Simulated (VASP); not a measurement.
Input of a VASP 6.6.1 run:

File INCAR:

```
ALGO = Normal ; EDIFF = 1E-7
EDIFFG = -0.01 ; ENCUT = 600
GGA = PE ; IBRION = 2
ISIF = 3 ; ISMEAR = 0
LASPH = True ; LCHARG = False
LREAL = False ; LWAVE = False
NELM = 100 ; NSW = 100
PREC = Accurate ; SIGMA = 0.1
```

The input KPOINTS:

```
k-points
0
Gamma
  15 15 4
```

The input POSCAR:

```
Li2Hg
1.0
    3.2615090266      0.0000000030      0.0000000000
   -1.6307545159      2.8245496702      0.0000000000
    0.0000000000      0.0000000000     13.6096700828
Li Hg
4 2
Direct
    0.3333333333      0.6666666667      0.8204056658
    0.3333333333      0.6666666667      0.1795943342
    0.3333333333      0.6666666667      0.5000000000
    0.6666666667      0.3333333333      0.0000000000
    0.6666666667      0.3333333333      0.3387372871
    0.6666666667      0.3333333333      0.6612627129
```

Potentials or basis: VASP PAW PBE potentials, release 64 (Li_sv, Hg).

Launch:

```console
$ cat potpaw_PBE.64/Li_sv/POTCAR potpaw_PBE.64/Hg/POTCAR > POTCAR
$ mpirun -np 1 vasp_std > vasp.out
```

Problem. Estimate the band gap on the k mesh.

Solution. Zero (bands 18 and 19 overlap by 3.05 eV).

Final structure:
```cif
data_structure
_symmetry_space_group_name_H-M 'P 1'
_symmetry_Int_Tables_number 1
_cell_length_a 3.2615
_cell_length_b 3.2615
_cell_length_c 13.6097
_cell_angle_alpha 90.000
_cell_angle_beta 90.000
_cell_angle_gamma 120.000
_cell_volume 125.38
loop_
_atom_site_label
_atom_site_type_symbol
_atom_site_fract_x
_atom_site_fract_y
_atom_site_fract_z
_atom_site_occupancy
Li1 Li 0.33333 0.66667 0.82041 1
Li2 Li 0.33333 0.66667 0.17959 1
Li3 Li 0.33333 0.66667 0.50000 1
Li4 Li 0.66667 0.33333 0.00000 1
Hg1 Hg 0.66667 0.33333 0.33874 1
Hg2 Hg 0.66667 0.33333 0.66126 1
```

Caveat: the relaxation stopped at its first step, so nothing moved; spin-orbit coupling is left out, which moves the levels of the heavy elements.
